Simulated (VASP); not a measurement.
Wanted: the native input for a VASP 6.6.1 run.

| Quantity | Value |
| --- | --- |
| Task | single point |
| Functional | r2SCAN |
| Potentials or basis | VASP PAW PBE potentials, release 64 (Mo_sv, S) |
| Cutoff | 520 eV |
| k mesh | 7 × 7 × 7 |
| Occupations | gaussian, width 0.05 eV |
| Spin | collinear spin |
| Starting moments | [-0.23, 0.07, 0.07] μB |
| Hubbard terms | Mo d U = 4.0 eV |
| Dipole correction | no |
| Further INCAR settings | ALGO = Normal; EDIFF = 1e-07; NBANDS = 24 |

Crystal: MoS2.

```xyz
3
Lattice="1.5855 0.9154 6.1150 -1.5855 0.9154 6.1150 0.0000 -1.8308 6.1150" Properties=species:S:1:pos:R:3 pbc="T T T"
Mo    0.0000    0.0000    0.0000
S     0.0000    0.0000   13.7587
S     0.0000    0.0000    4.5862
```

These files were run (other wordings do the same):

POSCAR

```
MoS2
1.0
    1.5855002900      0.9153890200      6.1149982500
   -1.5855002900      0.9153890200      6.1149982500
    0.0000000000     -1.8307780400      6.1149982500
Mo S
1 2
Direct
    0.0000000000      0.0000000000      0.0000000000
    0.7500000000      0.7500000000      0.7500000000
    0.2500000000      0.2500000000      0.2500000000
```

INCAR.step1

```
SYSTEM = MoS2
PREC = Accurate
ENCUT = 520
ISMEAR = 0
SIGMA = 0.05
LREAL = .False.
LASPH = .True.
NELM = 150
ISPIN = 2
MAGMOM = -0.23 0.07 0.07
LMAXMIX = 4
LDAU = .True.
LDAUTYPE = 2
LDAUL = 2 -1
LDAUU = 4 0
LDAUJ = 0 0
NBANDS = 24
GGA = PE
ALGO = Normal
EDIFF = 1E-4
LWAVE = .True.
LCHARG = .False.
```

INCAR.step2

```
SYSTEM = MoS2
PREC = Accurate
ENCUT = 520
EDIFF = 1E-7
ISMEAR = 0
SIGMA = 0.05
LREAL = .False.
LASPH = .True.
NELM = 150
ALGO = Normal
ISIF = 2
LWAVE = .False.
LCHARG = .True.
ISPIN = 2
MAGMOM = -0.23 0.07 0.07
LORBIT = 11
LMAXMIX = 4
LDAU = .True.
LDAUTYPE = 2
LDAUL = 2 -1
LDAUU = 4 0
LDAUJ = 0 0
LDAUPRINT = 1
METAGGA = R2SCAN
LMIXTAU = .True.
LELF = .True.
LVHAR = .True.
NBANDS = 24
ISTART = 1
```

KPOINTS

```
Automatic mesh
0
Gamma
  7 7 7
  0 0 0
```

Potentials or basis: VASP PAW PBE potentials, release 64 (Mo_sv, S).

Launch:

```bash
$ cat potpaw_PBE.64/Mo_sv/POTCAR potpaw_PBE.64/S/POTCAR > POTCAR
$ cp INCAR.step1 INCAR
$ mpirun -np 1 vasp_std > vasp.out
$ cp INCAR.step2 INCAR
$ mpirun -np 1 vasp_std > vasp.out
```

It gave:

```yaml
Pressure: 10.4 GPa
Largest_force: 1.048 eV/Å
Net_moment: -0.16 μB per cell
Site_moments: Mo -0.17; S +0.01 μB
Valence_electrons_inside_the_program's_atomic_spheres: Mo 12.38; S 3.74
```

Caveat: the cell stands under pressure; a moment this small can come from the mesh or the smearing; the PAW data sets were made with another functional, which shifts forces and pressure a little.

It took 24 min on 1 thread of AMD EPYC 9R45 96-Core Processor (Zen 5), on a shared host, peak memory 0.47 GiB.
